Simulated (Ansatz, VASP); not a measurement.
## Ag in VASP and in Ansatz

The input POSCAR:

```
Ag
1.0
    2.9874655697      0.0000000000      0.0000000000
   -1.4937327848      2.5872210763      0.0000000000
    0.0000000000      0.0000000000      4.8839454194
Ag
2
Direct
    0.6666666667      0.3333333333      0.7500000000
    0.3333333333      0.6666666667      0.2500000000
```

INCAR.step1

```
  PREC = Accurate
  ENCUT = 520
  ISMEAR = -1
  SIGMA = 0.05
  LREAL = False
  LASPH = True
  NELM = 100
  NBANDS = 18
  GGA = PE
  ALGO = Normal
  EDIFF = 1E-4
  LWAVE = True
  LCHARG = False
```

File INCAR.step2:

```
  PREC = Accurate
  ENCUT = 520
  EDIFF = 1E-7
  ISMEAR = -1
  SIGMA = 0.05
  LREAL = False
  LASPH = True
  NELM = 100
  ALGO = Normal
  ISIF = 2
  LWAVE = False
  LCHARG = False
  METAGGA = R2SCAN
  LMIXTAU = True
  NBANDS = 18
  ISTART = 1
```

Contents of KPOINTS:

```
Automatic mesh
0
Gamma
  10 10 6
```

File input.yaml:

```yaml
crystal:
  lattice:
    - [2.9874655697, 0.0, 0.0]
    - [-1.4937327848, 2.5872210763, 0.0]
    - [0.0, 0.0, 4.8839454194]
  atoms:
    - { symbol: Ag, position: [0.6666666667, 0.3333333333, 0.75] }
    - { symbol: Ag, position: [0.3333333333, 0.6666666667, 0.25] }
hamiltonian:
  xc: r2scan
  pseudopotentials: { kind: paw }
kpoints:
  mp_grid: { grid: [10, 10, 6] }
scf:
  occupations: { method: fermi_dirac, width: 0.05 }
output:
  forces: true
  stress: true
  eigenvalues: true
  write_density: true
  write_potential: true
  elf: true
  volumetric_format: npy
```

Alike in both runs: task single point; functional r2SCAN; k mesh 10 × 10 × 6; occupations fermi-dirac, width 0.05 eV; no spin polarisation.

|  | VASP | Ansatz |
| --- | --- | --- |
| version | VASP 6.6.1 | Ansatz 0.2.0 |
| potentials or method | VASP PAW PBE potentials, release 64 (Ag) | Ansatz PAW |
| plane-wave cutoff (eV) | 520 | 500 |
| valence electrons in the cell | 22 | 38 |

|  | VASP | Ansatz | Ansatz less VASP |
| --- | --- | --- | --- |
| gap on the k mesh at the Fermi level (eV) | none | none | - |
| pressure (GPa) | -6.7 | -6.7 | -0.03 |
| traceless stress, the component that is largest in VASP (GPa) | -0.52 | -0.54 | -0.012 |

VASP's potentials were made for PBE, not for r2SCAN. A gap of «none» marks a metal or a gap that the smearing closes. The functional is the same, so the differences come from potentials, cutoffs and numerics. VASP's potentials hold 22 valence electrons a cell and Ansatz's 38, so a difference there can come from the potentials and not from the codes.
